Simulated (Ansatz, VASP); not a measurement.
## Sb in VASP and in Ansatz

```
Sb
1.0
     0.00000    2.29729    2.29729
     2.29729    0.00000    2.29729
     2.29729    2.29729    0.00000
Sb
1
Direct
  0.00000 0.00000 0.00000
```

Change from the starting cell: volume scaled by 0.99, PAW files.

Alike in both runs: task electric field gradients; functional PBEsol; k mesh 14 × 14 × 14; occupations fermi-dirac, width 0.03 eV; no spin polarisation.

```csv
,VASP,Ansatz
version,VASP 6.6.1,Ansatz 0.2.0
potentials or method,"VASP PAW PBE potentials, release 64 (Sb)","PAW with Ansatz's default frozen-core files, scalar-relativistic"
plane-wave cutoff (eV),520,420
valence electrons in the cell,5,15
```

Ansatz gave:

| Quantity | Value |
| --- | --- |
| pressure (GPa) | 6.0 |

Problem. Estimate VASP's values.

Solution. Pressure (GPa): 6.1.

VASP's potentials were made for PBE, not for PBEsol. The functional is the same, so the differences come from potentials, cutoffs and numerics. VASP's potentials hold 5 valence electrons a cell and Ansatz's 15, so a difference there can come from the potentials and not from the codes.

Neither program's run includes spin-orbit coupling.
